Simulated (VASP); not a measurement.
Crystal: In3Sb2As.

```xyz
6
Lattice="4.4338 0.0000 0.0000 -2.2169 3.8398 0.0000 0.0000 0.0000 10.8605" Properties=species:S:1:pos:R:3 pbc="T T T"
As    0.0000    0.0000    0.0000
Sb    0.0000    2.5599    3.6202
Sb    2.2169    1.2799    7.2404
In    0.0000    2.5599    0.9050
In    2.2169    1.2799    4.5252
In    0.0000    0.0000    8.1454
```

| Item | Value |
| --- | --- |
| Program | VASP 6.6.1 |
| Task | relaxation of cell and atoms |
| Functional | PBE |
| Potentials or basis | VASP PAW PBE potentials, release 64 (As, Sb, In_d) |
| Cutoff | 600 eV |
| k mesh | 6 × 6 × 2 |
| Occupations | fermi-dirac, width 0.02 eV |
| Spin | no spin polarisation |

At the start: pressure 5.7 GPa; volume 30.82 Å³/atom.

Task: Where does the relaxation end?

Result: Over 13 steps the energy falls by 76.9 meV/atom and the volume is 34.20 Å³/atom (+11.0 %); space group P3m1 (No. 156, to 0.1 Å) before and after.

The path:
```csv
step,energy change (eV),largest force (eV/Å),pressure (GPa),volume (Å³)
1,0.0000,1.0556,5.72,184.90
2,-0.3563,0.4041,-1.69,215.90
3,-0.3977,0.5408,-0.25,207.33
4,-0.4234,0.3734,-0.15,206.57
5,-0.4500,0.2679,0.15,204.75
6,-0.4588,0.1764,-0.07,205.66
7,-0.4594,0.1460,-0.13,205.97
8,-0.4614,0.0259,0.03,205.08
9,-0.4615,0.0138,0.00,205.21
10,-0.4615,0.0139,0.00,205.23
11,-0.4615,0.0084,0.00,205.23
12,-0.4615,0.0066,0.00,205.23
13,-0.4615,0.0043,0.00,205.20
```

Final structure:
```cif
data_structure
_symmetry_space_group_name_H-M 'P 1'
_symmetry_Int_Tables_number 1
_cell_length_a 4.5924
_cell_length_b 4.5924
_cell_length_c 11.2348
_cell_angle_alpha 90.000
_cell_angle_beta 90.000
_cell_angle_gamma 120.000
_cell_volume 205.20
loop_
_atom_site_label
_atom_site_type_symbol
_atom_site_fract_x
_atom_site_fract_y
_atom_site_fract_z
_atom_site_occupancy
As1 As 0.00000 0.00000 0.00092 1
Sb1 Sb 0.33333 0.66667 0.32700 1
Sb2 Sb 0.66667 0.33333 0.67171 1
In1 In 0.33333 0.66667 0.07071 1
In2 In 0.66667 0.33333 0.41729 1
In3 In 0.00000 0.00000 0.76236 1
```
